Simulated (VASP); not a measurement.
**BN: single point with PBE**

The system is BN.

```
CELL_PARAMETERS angstrom
3.08425 0.00000 0.00000
-1.54213 2.67104 0.00000
0.00000 0.00000 3.78837
ATOMIC_POSITIONS crystal
B 0.33333 0.66667 0.75000
B 0.66667 0.33333 0.25000
N 0.33333 0.66667 0.25000
N 0.66667 0.33333 0.75000
```

This cell differs from its parent crystal: Al replaced by B, lengths x 0.884, strained.

```yaml
Program: VASP 6.6.1
Task: single point
Functional: PBE
Potentials_or_basis: VASP PAW PBE potentials, release 64 (B, N)
Cutoff: 520 eV
k_mesh: 15 × 15 × 10
Occupations: gaussian, width 0.01 eV
Spin: no spin polarisation
```

- Pressure: -51.6 GPa
- Band gap on the k mesh: 0.26 eV (least direct gap 0.76 eV)

Stress tensor (GPa, compression positive):
```
-75.65   0.00   0.00
  0.00 -75.65   0.00
  0.00   0.00  -3.44
```

Levels at points of the mesh, in eV from the valence-band top:
| k point | band 4 | band 5 | band 6 | band 7 | band 8 | band 9 | band 10 | band 11 | band 12 | band 13 |
| --- | --- | --- | --- | --- | --- | --- | --- | --- | --- | --- |
| (0.00, 0.00, 0.00) | -4.62 | -4.62 | -1.35 | -1.35 | -0.50 | 0.26 | 4.28 | 4.28 | 4.45 | 7.95 |
| (0.00, 0.00, 0.50) | -3.65 | -3.13 | -3.13 | -3.13 | -3.13 | 3.30 | 3.30 | 5.47 | 5.47 | 5.47 |

Wall time 84 s on 1 thread of AMD EPYC 7R13, with other jobs on the host, peak memory 0.16 GiB.

Caveat: the cell differs from its parent crystal (Al replaced by B, lengths x 0.884, strained); the cell stands under tension; an odd mesh through Γ misses points on the zone boundary, where band edges can lie.
